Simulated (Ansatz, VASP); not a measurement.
# Two plane-wave programs on AlNi

The input INCAR:

```
SYSTEM = AlNi
ALGO = Fast ; EDIFF = 1E-7
ENCUT = 520 ; GGA = PE
ISIF = 2 ; ISMEAR = 0
LASPH = .True. ; LCHARG = .False.
LREAL = .False. ; LWAVE = .False.
NBANDS = 14 ; NELM = 60
PREC = Accurate ; SIGMA = 0.15
```

KPOINTS

```
k-points
0
Gamma
  20 20 20
  0 0 0
```

File POSCAR:

```
AlNi
1.0
    2.8930835326      0.0000000000      0.0000000000
    0.0000000000      2.8930835326      0.0000000000
    0.0000000000      0.0000000000      2.8930835326
Al Ni
1 1
Direct
    0.0000000000      0.0000000000      0.0000000000
    0.4376367958      0.4376367958      0.4376367958
```

Input for Ansatz:

```yaml
crystal:
  lattice:
    - [2.8930835326, 0.0, 0.0]
    - [0.0, 2.8930835326, 0.0]
    - [0.0, 0.0, 2.8930835326]
  atoms:
    - { symbol: Al, position: [0.0, 0.0, 0.0] }
    - { symbol: Ni, position: [0.4376367958, 0.4376367958, 0.4376367958] }
basis:
  ecutwfc: 420
kpoints:
  mp_grid: { grid: [20, 20, 20] }
hamiltonian:
  xc: pbe
scf:
  occupations: { method: gaussian, width: 0.15 }
output:
  forces: true
  stress: true
  eigenvalues: true
```

Change from the starting cell: all Ni atoms moved +0.312 Å, as atom 2 towards its neighbour atom 1 (Al) at 2.505 Å.

Alike in both runs: task single point; functional PBE; k mesh 20 × 20 × 20; occupations gaussian, width 0.15 eV; no spin polarisation.

```csv
,VASP,Ansatz
version,VASP 6.6.1,Ansatz 0.2.0
potentials or method,"VASP PAW PBE potentials, release 64 (Al, Ni), cutoff 520 eV","scalar-relativistic, plane waves, PAW"
valence electrons in the cell,13,21
```

Ansatz gave:

* gap on the k mesh at the Fermi level (eV): none
* pressure (GPa): 6.5
* traceless stress, the component that is largest in VASP (GPa): 4.88
* rms of the force components (eV/Å): 1.264

**Question.** What did VASP give for the same quantities?

**Answer.** gap on the k mesh at the Fermi level (eV): none; pressure (GPa): 6.5; traceless stress, the component that is largest in VASP (GPa): 4.91; rms of the force components (eV/Å): 1.270.

Atom by atom the forces differ by 0.005 eV/Å (rms over components). A gap of «none» marks a metal or a gap that the smearing closes. VASP's potentials hold 13 valence electrons a cell and Ansatz's 21, so a difference there can come from the potentials and not from the codes.
